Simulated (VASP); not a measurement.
A run of VASP 6.6.1:

POSCAR

```
Te2Mo
1.0
    3.5415000168      0.0000000000      0.0000000000
   -1.7707500084      3.0670289820      0.0000000000
    0.0000000000      0.0000000000     14.0661430943
Te Mo
4 2
Direct
    0.6666666667      0.3333333333      0.3790000000
    0.3333333333      0.6666666667      0.8790000000
    0.6666666667      0.3333333333      0.1210000000
    0.3333333333      0.6666666667      0.6210000000
    0.6666666667      0.3333333333      0.7500000000
    0.3333333333      0.6666666667      0.2500000000
```

File INCAR.step1:

```
SYSTEM = Te2Mo
PREC = Accurate
ENCUT = 520
ISMEAR = -1
SIGMA = 0.05
LREAL = .False.
LASPH = .True.
NELM = 80
NBANDS = 35
GGA = PE
ALGO = Normal
EDIFF = 1E-4
LWAVE = .True.
LCHARG = .False.
```

INCAR.step2

```
SYSTEM = Te2Mo
PREC = Accurate
ENCUT = 520
EDIFF = 1E-6
ISMEAR = -1
SIGMA = 0.05
LREAL = .False.
LASPH = .True.
NELM = 80
ALGO = Normal
ISIF = 2
LWAVE = .False.
LCHARG = .True.
METAGGA = R2SCAN
LMIXTAU = .True.
IVDW = 13
VDW_S6 = 1.0
VDW_S8 = 0.6018749
VDW_A1 = 0.51559235
VDW_A2 = 5.77342911
LELF = .True.
LVHAR = .True.
NBANDS = 35
ISTART = 1
```

The input KPOINTS:

```
regular mesh
0
Gamma
  9 9 2
  0 0 0
```

Potentials or basis: VASP PAW PBE potentials, release 64 (Te, Mo_sv).

Run with:

```sh
$ cat potpaw_PBE.64/Te/POTCAR potpaw_PBE.64/Mo_sv/POTCAR > POTCAR
$ cp INCAR.step1 INCAR
$ mpirun -np 1 vasp_std > vasp.out
$ cp INCAR.step2 INCAR
$ mpirun -np 1 vasp_std > vasp.out
```

Hardware: 1 thread of Intel(R) Xeon(R) Platinum 8488C (Sapphire Rapids), on a shared host.

Problem. How long does it take, and how much memory?

Solution. Run time: 9.5 min on 1 thread of Intel(R) Xeon(R) Platinum 8488C (Sapphire Rapids) (shared host), peak memory 0.35 GiB. Counts: k points 24.
